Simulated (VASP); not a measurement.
Write the native input for VASP 6.6.1 that does the following.

| Item | Value |
| --- | --- |
| Task | single point |
| Functional | PBE |
| Potentials or basis | VASP PAW PBE potentials, release 64 (K_sv, Cl) |
| Cutoff | 520 eV |
| k mesh | 10 × 10 × 10 |
| Occupations | gaussian, width 0.05 eV |
| Spin | no spin polarisation |
| Dipole correction | no |
| Further INCAR settings | ALGO = Normal; EDIFF = 1e-06; NBANDS = 15 |

The structure of KCl lies in POSCAR:

```
KCl
1.0
    3.7835869873      0.0000000000      0.0000000000
    0.0000000000      3.7835869873      0.0000000000
    0.0000000000      0.0000000000      3.7835869873
K Cl
1 1
Direct
    0.0000000000      0.0000000000      0.0000000000
    0.5000000000      0.5000000000      0.5000000000
```

These files were run (other wordings do the same):

INCAR

```
SYSTEM = KCl
ALGO = Normal
EDIFF = 1E-6
ENCUT = 520
GGA = PE
ISIF = 2
ISMEAR = 0
LASPH = .True.
LCHARG = .False.
LREAL = .False.
LWAVE = .False.
NBANDS = 15
NELM = 80
PREC = Accurate
SIGMA = 0.05
```

KPOINTS

```
k-points
0
Gamma
  10 10 10
  0 0 0
```

Potentials or basis: VASP PAW PBE potentials, release 64 (K_sv, Cl).

Launch:

```bash
$ cat potpaw_PBE.64/K_sv/POTCAR potpaw_PBE.64/Cl/POTCAR > POTCAR
$ mpirun -np 1 vasp_std > vasp.out
```

It gave:

| Property | Result |
| --- | --- |
| Pressure | 0.9 GPa |
| Band gap on the k mesh | 4.98 eV (least direct gap 5.20 eV) |

Run time: 40 s on 1 thread of Intel Xeon 8259CL, with other jobs on the host, peak memory 0.18 GiB.
